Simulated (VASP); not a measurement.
# KScSe2 (I4_1/amd) in VASP: single point with PBEsol

Aim: the single point of KScSe2 with PBEsol.

All numbers are computed with VASP 6.6.1; they aren't measurements. Logs are shortened: lines on timing, memory, paths and dates and some standing lists are left out, and cuts for length are marked.

## (1) The cell of the first run

It takes space group I4_1/amd (No. 141, tetragonal). Conventional cell: a = 5.847 Å, b = 5.847 Å, c = 11.788 Å, α = 90.00°, β = 90.00°, γ = 90.00°. Within 3.9 Å of K (site symmetry -4m2) lie 6 Se at 2.94 to 3.29 Å. Se (site symmetry 2mm) has 3 Sc at 2.61 to 2.94 Å and 3 K at 2.94 to 3.29 Å within 3.4 Å. Within 3.4 Å of Sc (site symmetry -4m2) lie 6 Se at 2.61 to 2.94 Å.

## (2) Single point, PBEsol

Input file INCAR:

```
ALGO     = Normal         # electronic algorithm
EDIFF    = 1E-6           # SCF threshold, eV
ENCUT    = 520            # plane-wave cutoff, eV
GGA      = PS             # functional
ISIF     = 2              # what is computed and relaxed
ISMEAR   = -1             # smearing method
LASPH    = True           # aspherical terms in the spheres
LCHARG   = False          # write CHGCAR
LREAL    = False          # projectors in reciprocal space
LWAVE    = False          # write WAVECAR
NBANDS   = 42             # bands
NELM     = 60             # most SCF steps
PREC     = Accurate       # precision mode
SIGMA    = 0.03           # smearing width, eV
```

Input file KPOINTS:

```
k-points
0
Gamma
  6 6 6
```

Input file POSCAR:

```
KScSe2
1.0
   -2.9236898132      2.9236898132      5.8940485229
    2.9236898132     -2.9236898132      5.8940485229
    2.9236898132      2.9236898132     -5.8940485229
K Se Sc
2 4 2
Direct
    0.7500000000      0.2500000000      0.5000000000
    0.0000000000      0.0000000000      0.0000000000
    0.4712808522     -0.0287191478      0.5000000000
    0.7212808522      0.7212808522      0.0000000000
    0.0287191478      0.5287191478      0.5000000000
    0.2787191478      0.2787191478      0.0000000000
    0.2500000000      0.7500000000      0.5000000000
    0.5000000000      0.5000000000      0.0000000000
```

Potentials or basis: VASP PAW PBE potentials, release 64 (K_sv, Se, Sc_sv).

On the command line:

```bash
> cat potpaw_PBE.64/K_sv/POTCAR potpaw_PBE.64/Se/POTCAR potpaw_PBE.64/Sc_sv/POTCAR > POTCAR
> mpirun -np 1 vasp_std > vasp.out
```

OUTCAR:

```text
EDIFF = 1E-6
   ENCUT = 520
   GGA = PS
   ISIF = 2
   ISMEAR = -1
   LASPH = True
   LREAL = False
   NELM = 60
   PREC = Accurate

 ion  position               nearest neighbor table
   1  0.750  0.250  0.500-   6 2.94   4 2.94   6 2.94   4 2.94   3 3.29   5 3.29
   2  0.000  0.000  0.000-   5 2.94   3 2.94   5 2.94   3 2.94   4 3.29   6 3.29
   3  0.471  0.971  0.500-   7 2.61   8 2.94   2 2.94   2 2.94   8 2.94   1 3.29
   4  0.721  0.721  0.000-   8 2.61   1 2.94   7 2.94   1 2.94   7 2.94   2 3.29
   5  0.029  0.529  0.500-   7 2.61   2 2.94   8 2.94   2 2.94   8 2.94   1 3.29
   6  0.279  0.279  0.000-   8 2.61   7 2.94   1 2.94   7 2.94   1 2.94   2 3.29
   7  0.250  0.750  0.500-   3 2.61   5 2.61   4 2.94   6 2.94   6 2.94   4 2.94
   8  0.500  0.500  0.000-   4 2.61   6 2.61   5 2.94   3 2.94   5 2.94   3 2.94

  LATTYP: Found a body centered tetragonal cell.
 ALAT       =     5.8473796264
 C/A-ratio  =     2.0159623283

  Lattice vectors:

 A1 = (  -2.9236898132,   2.9236898132,   5.8940485229)
 A2 = (   2.9236898132,  -2.9236898132,   5.8940485229)
 A3 = (   2.9236898132,   2.9236898132,  -5.8940485229)

Analysis of symmetry for initial positions (statically):
=====================================================================
 Subroutine PRICEL returns:
 Original cell was already a primitive cell.

 Routine SETGRP: Setting up the symmetry group for a
 body centered tetragonal supercell.

 Subroutine GETGRP returns: Found 16 space group operations
 (whereof  8 operations were pure point group operations)
 out of a pool of 16 trial point group operations.

The static configuration has the point symmetry D_2d.
 The point group associated with its full space group is D_4h.

Analysis of symmetry for dynamics (positions and initial velocities):
=====================================================================
 Subroutine PRICEL returns:
 Original cell was already a primitive cell.

 Routine SETGRP: Setting up the symmetry group for a
 body centered tetragonal supercell.

 Subroutine GETGRP returns: Found 16 space group operations
 (whereof  8 operations were pure point group operations)
 out of a pool of 16 trial point group operations.

The dynamic configuration has the point symmetry D_2d.
 The point group associated with its full space group is D_4h.

 Subroutine INISYM returns: Found 16 space group operations
 (whereof  8 operations are pure point group operations),
 and found     1 'primitive' translations
[... 111 lines left out ...]
   IBRION =     -1    ionic relax: 0-MD 1-quasi-New 2-CG
   NFREE  =      0    steps in history (QN), initial steepest desc. (CG)
   ISIF   =      2    stress and relaxation
   ISYM   =      2    0-nonsym 1-usesym 2-fastsym
   POTIM  = 0.5000    time-step for ionic-motion
   TEBEG  =    0.0;   TEEND  =   0.0 temperature during run
   PSTRESS=    0.0 pullay stress
   NELECT =      64.0000    total number of electrons
   NUPDOWN=      -1.0000    fix difference up-down
   EMIN   =  10.00;   EMAX   =-10.00  energy-range for DOS
   EFERMI =   0.00;   METHOD = LEGACY
   ISMEAR =    -1;   SIGMA  =   0.03  broadening in eV -4-tet -1-fermi 0-gaus
   EFERMI_NEDOS =   21; number of points for ismear=-14 and -15
   IALGO  =     38    algorithm
   IMIX   =      4    mixing-type and parameters
     AMIX     =   0.40;   BMIX     =  1.00
     AMIX_MAG =   1.60;   BMIX_MAG =  1.00
  volume/ion in A,a.u.               =      25.19       170.00
  Fermi-wavevector in a.u.,A,eV,Ry     =   1.116922  2.110676 16.973459  1.247514
  Thomas-Fermi vector in A             =   2.253540
   LORBIT       =      0    0 simple, 1 ext, 2 COOP (PROOUT), +10 PAW based schemes
   GGA     = PS    functional components
   LHFCALC =     F    Hartree Fock is set to
   AEXX    =    0.0000 exact exchange contribution
   IVDW    =     0    specifies the selected vdW correction
   LEPSILON=     F    determine dielectric tensor
   LRPA    =     F    only Hartree local field effects (RPA)
 non-spin polarized calculation
  energy-cutoff  :      520.00
  volume of cell :      201.53
 maximum number of plane-waves:      5450
 NGX is ok and might be reduce to    54
   NGX = 27   NGY = 27   NGZ = 27

 number of electron      63.9999998 magnetization

 Free energy of the ion-electron system (eV)
  ---------------------------------------------------
  ext. energy  EPLUGINS =         0.00000000
  ---------------------------------------------------
  free energy    TOTEN  =       -42.16452193 eV

  energy without entropy =      -42.16452193  energy(sigma->0) =      -42.16452193

 E-fermi :   2.5118     XC(G=0):  -9.3622

 val. band max:        1.9676184109   @ k =   0.0000   0.0000   0.0000
 cond. band min:       3.0331746391   @ k =   0.0000   0.0000   0.0000
 fundamental gap:      1.0655562283
 Fermi energy:         2.5117745466

 k-point     1 :       0.0000    0.0000    0.0000
  band No.  band energies     occupation
      1     -47.6001      2.00000
      2     -47.5983      2.00000
      3     -26.4029      2.00000
      4     -26.3839      2.00000
      5     -26.3200      2.00000
      6     -26.3200      2.00000
[... 1069 lines left out ...]
     41       4.9924      0.00000
     42       5.0891      0.00000

 [... further k-points ...]

------------------------ aborting loop because EDIFF is reached ----------------------------------------

  FORCE on cell =-STRESS in cart. coord.  units (eV):
  Direction    XX          YY          ZZ          XY          YZ          ZX
  --------------------------------------------------------------------------------------
  -------------------------------------------------------------------------------------
  Total        0.2365341      0.2365341      0.3185354      0.0000000     -0.0000000      0.0000000
  in kB        1.8804772      1.8804772      2.5323981      0.0000000     -0.0000000      0.0000000
  external PRESSURE =       2.0977841 kB  Pullay stress =       0.0000000 kB

 VOLUME and BASIS-vectors are now :
 -----------------------------------------------------------------------------
  energy-cutoff  :      520.00
  volume of cell :      201.53
      direct lattice vectors                 reciprocal lattice vectors
    -2.923689813  2.923689813  5.894048523     0.000000000  0.171016774  0.084831334
     2.923689813 -2.923689813  5.894048523     0.171016774  0.000000000  0.084831334
     2.923689813  2.923689813 -5.894048523     0.171016774  0.171016774  0.000000000

 POSITION                                       TOTAL-FORCE (eV/Angst)
 -----------------------------------------------------------------------------------
     -0.00000      2.92369      2.94702        -0.000000     -0.000000      0.000000
      0.00000      0.00000      0.00000        -0.000000     -0.000000      0.000000
      2.92369      0.00000      5.55550        -0.000000     -0.000000      0.014591
      0.00000      0.00000      8.50253         0.000000      0.000000      0.014591
      2.92369      0.00000      0.33854         0.000000      0.000000     -0.014591
      0.00000      0.00000      3.28557        -0.000000     -0.000000     -0.014591
      2.92369     -0.00000      2.94702        -0.000000     -0.000000      0.000000
      0.00000      0.00000      5.89405        -0.000000     -0.000000      0.000000
 -----------------------------------------------------------------------------------
    total drift:                                0.000000     -0.000000      0.000000

  FREE ENERGIE OF THE ION-ELECTRON SYSTEM (eV)
  ---------------------------------------------------
  free  energy   TOTEN  =       -42.1645219263 eV

  energy  without entropy=      -42.1645219259  energy(sigma->0) =      -42.16452193
```

OSZICAR:

```text
N       E                     dE             d eps       ncg     rms          rms(c)
DAV:   1     0.847067818969E+03    0.84707E+03   -0.27184E+04  2520   0.143E+03
DAV:   2     0.697048353584E+02   -0.77736E+03   -0.75711E+03  2816   0.466E+02
DAV:   3    -0.412404954135E+02   -0.11095E+03   -0.10463E+03  4096   0.165E+02
DAV:   4    -0.480745682629E+02   -0.68341E+01   -0.67948E+01  4144   0.428E+01
DAV:   5    -0.484218983246E+02   -0.34733E+00   -0.34686E+00  4520   0.877E+00    0.154E+01
DAV:   6    -0.422674648494E+02    0.61544E+01   -0.15038E+01  3720   0.251E+01    0.762E+00
DAV:   7    -0.421983514472E+02    0.69113E-01   -0.12974E+00  4024   0.603E+00    0.439E+00
DAV:   8    -0.422027720907E+02   -0.44206E-02   -0.37620E-01  3950   0.556E+00    0.114E+00
DAV:   9    -0.421699441394E+02    0.32828E-01   -0.16430E-01  3846   0.390E+00    0.546E-01
DAV:  10    -0.421643204870E+02    0.56237E-02   -0.18969E-02  3810   0.148E+00    0.162E-01
DAV:  11    -0.421645183233E+02   -0.19784E-03   -0.16951E-03  3944   0.234E-01    0.646E-02
DAV:  12    -0.421645502190E+02   -0.31896E-04   -0.50755E-04  3944   0.187E-01    0.446E-02
DAV:  13    -0.421645423572E+02    0.78618E-05   -0.24791E-04  3846   0.159E-01    0.311E-02
DAV:  14    -0.421645213833E+02    0.20974E-04   -0.47999E-05  3690   0.728E-02    0.220E-03
DAV:  15    -0.421645219263E+02   -0.54300E-06   -0.45892E-06  3008   0.967E-03
   1 F= -.42164522E+02 E0= -.42164522E+02  d E =-.348430E-09
```

Run time: 7.3 min. Hardware: 1 thread of Intel Xeon Platinum 8259CL at 2.50GHz (Skylake/Cascade Lake), shared host; peak memory 0.53 GiB.

Results:

| Item | Value |
| --- | --- |
| Free energy | -42.1645 eV |
| Pressure | 0.2 GPa |
| Largest force | 0.015 eV/Å |
| Band gap on the k mesh | 1.07 eV, direct |

Forces on the atoms (eV/Å):
```
K    0.000  0.000  0.000
K    0.000  0.000  0.000
Se   0.000  0.000  0.015
Se   0.000  0.000  0.015
Se   0.000  0.000 -0.015
Se   0.000  0.000 -0.015
Sc   0.000  0.000  0.000
Sc   0.000  0.000  0.000
```

Caveat: the PAW data sets were made with another functional, which shifts forces and pressure a little. A k mesh can miss the band edges.
